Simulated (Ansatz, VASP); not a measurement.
**Sb in VASP and in Ansatz**

```xyz
1
Lattice="3.1600 -0.0474 -0.0474 -0.0474 3.1600 -0.0474 -0.0474 -0.0474 3.1600" Properties=species:S:1:pos:R:3 pbc="T T T"
Sb    0.0000    0.0000    0.0000
```

Change from the starting cell: equal xy, yz and zx shear strains of -3 %, crystal datasets.

Alike in both runs: task electric field gradients; functional PBEsol; k mesh 13 × 13 × 13; occupations fermi-dirac, width 0.05 eV; no spin polarisation.

|  | VASP | Ansatz |
| --- | --- | --- |
| version | VASP 6.6.1 | Ansatz 0.2.0 |
| potentials or method | VASP PAW PBE potentials, release 64 (Sb), cutoff 520 eV | all-electron PAW with datasets made for the crystal, scalar-relativistic |

```csv
,VASP,Ansatz,Ansatz less VASP
pressure (GPa),-4.9,-4.9,-0.03
"traceless stress, the component that is largest in VASP (GPa)",0.45,0.45,+0.002
size of Vzz on the site where it differs most (V/Å²),21.2,21.7,+0.55
```

VASP's potentials were made for PBE, not for PBEsol. Ansatz ran all-electron here, and VASP with PAW potentials.

Spin-orbit coupling is off throughout.
